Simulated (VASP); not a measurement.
Here is a VASP 6.6.1 calculation.

The input INCAR:

```
SYSTEM = Al
PREC = Accurate
ENCUT = 520
EDIFF = 1E-7
ISMEAR = 0
SIGMA = 0.1
LREAL = .False.
LASPH = .True.
NELM = 100
ALGO = Fast
ISIF = 2
LWAVE = .False.
LCHARG = .False.
GGA = PE
IVDW = 12
NBANDS = 14
```

KPOINTS

```
regular mesh
0
Gamma
  24 24 6
  0 0 0
```

Contents of POSCAR:

```
Al
1.0
    2.8429260192      0.0000000000      0.0000000000
   -1.4214630096      2.4620461537      0.0000000000
    0.0000000000      0.0000000000      9.1863454613
Al
4
Direct
    0.0000000000      0.0000000000      0.0000000000
    0.3333333333      0.6666666667      0.2500000000
    0.0000000000      0.0000000000      0.5000000000
    0.6666666667      0.3333333333      0.7500000000
```

Potentials or basis: VASP PAW PBE potentials, release 64 (Al).

Command:

```bash
$ cat potpaw_PBE.64/Al/POTCAR > POTCAR
$ mpirun -np 1 vasp_std > vasp.out
```

(1) Predict the dispersion energy per atom.

(2) Predict the band gap on the k mesh.

## Answers

(1) -0.346 eV.

(2) zero (band 6 reaches 12.35 eV, above the bottom of band 7 at 6.66 eV).

Caveat: the cell differs from its parent crystal (biaxial strain in the a-b plane: +1.0 %).
